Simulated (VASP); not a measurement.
Set up this calculation in VASP 6.6.1, as the native input.

```yaml
Task: single point
Functional: PBEsol
Potentials_or_basis: VASP PAW PBE potentials, release 64 (Ti_sv, Al)
Cutoff: 520 eV
k_mesh: 10 × 10 × 10
Occupations: gaussian, width 0.15 eV
Spin: no spin polarisation
Dipole_correction: no
Further_INCAR_settings: ALGO = Normal; EDIFF = 1e-06; NBANDS = 14
```

The structure of TiAl lies in POSCAR:

```
TiAl
1.0
    3.1564740767      0.0000000000      0.0000000000
    0.0000000000      3.1564740767      0.0000000000
    0.0000000000      0.0000000000      3.1564740767
Ti Al
1 1
Direct
    0.0000000000      0.0000000000      0.0000000000
    0.5000000000      0.5000000000      0.5000000000
```

These files were run (other wordings do the same):

INCAR

```
SYSTEM = TiAl
  PREC = Accurate
  ENCUT = 520
  EDIFF = 1E-6
  ISMEAR = 0
  SIGMA = 0.15
  LREAL = .False.
  LASPH = .True.
  NELM = 80
  ALGO = Normal
  ISIF = 2
  LWAVE = .False.
  LCHARG = .False.
  GGA = PS
  NBANDS = 14
```

KPOINTS

```
regular mesh
0
Gamma
  10 10 10
  0 0 0
```

Potentials or basis: VASP PAW PBE potentials, release 64 (Ti_sv, Al).

Launch:

```sh
$ cat potpaw_PBE.64/Ti_sv/POTCAR potpaw_PBE.64/Al/POTCAR > POTCAR
$ mpirun -np 1 vasp_std > vasp.out
```

It gave:

The pressure is 0.0 GPa.

Caveat: the PAW data sets were made with another functional, which shifts forces and pressure a little.

Run time: 15 s on 1 thread of AMD EPYC 7R13 Processor (Zen 3), on a shared host, peak memory 0.12 GiB.
